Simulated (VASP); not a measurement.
A run of VASP 6.6.1 is set up as follows.

File POSCAR:

```
Si
1.0
    3.7934185058      0.0000000000      0.0000000000
   -1.8967092529      3.2851967932      0.0000000000
    0.0000000000      0.0000000000      6.2771598224
Si
4
Direct
    0.3333333333      0.6666666667      0.0005609416
    0.6666666667      0.3333333333      0.5005609416
    0.3333333333      0.6666666667      0.3744390584
    0.6666666667      0.3333333333      0.8744390584
```

The input INCAR.step1:

```
SYSTEM = Si
ALGO = Normal
EDIFF = 1E-4
ENCUT = 520
GGA = PE
ISMEAR = 0
LASPH = .True.
LCHARG = .False.
LREAL = .False.
LWAVE = .True.
NBANDS = 16
NELM = 80
PREC = Accurate
SIGMA = 0.01
```

INCAR.step2

```
SYSTEM = Si
ALGO = Normal
EDIFF = 1E-7
ENCUT = 520
ISIF = 2
ISMEAR = 0
ISTART = 1
LASPH = .True.
LCHARG = .False.
LMIXTAU = .True.
LREAL = .False.
LWAVE = .False.
METAGGA = R2SCAN
NBANDS = 16
NELM = 80
PREC = Accurate
SIGMA = 0.01
```

Contents of KPOINTS:

```
k-points
0
Gamma
  6 6 4
  0 0 0
```

Potentials or basis: VASP PAW PBE potentials, release 64 (Si).

The run is started by

```sh
$ cat potpaw_PBE.64/Si/POTCAR > POTCAR
$ cp INCAR.step1 INCAR
$ mpirun -np 1 vasp_std > vasp.out
$ cp INCAR.step2 INCAR
$ mpirun -np 1 vasp_std > vasp.out
```

(1) What does it give for the pressure?

(2) Estimate the largest force.

(3) What does it give for the band gap on the k mesh?

## Answers

(1) 3.0 GPa.

(2) 0.004 eV/Å.

(3) 0.56 eV (least direct gap 1.46 eV).

Caveat: the PAW data sets were made with another functional, which shifts forces and pressure a little.
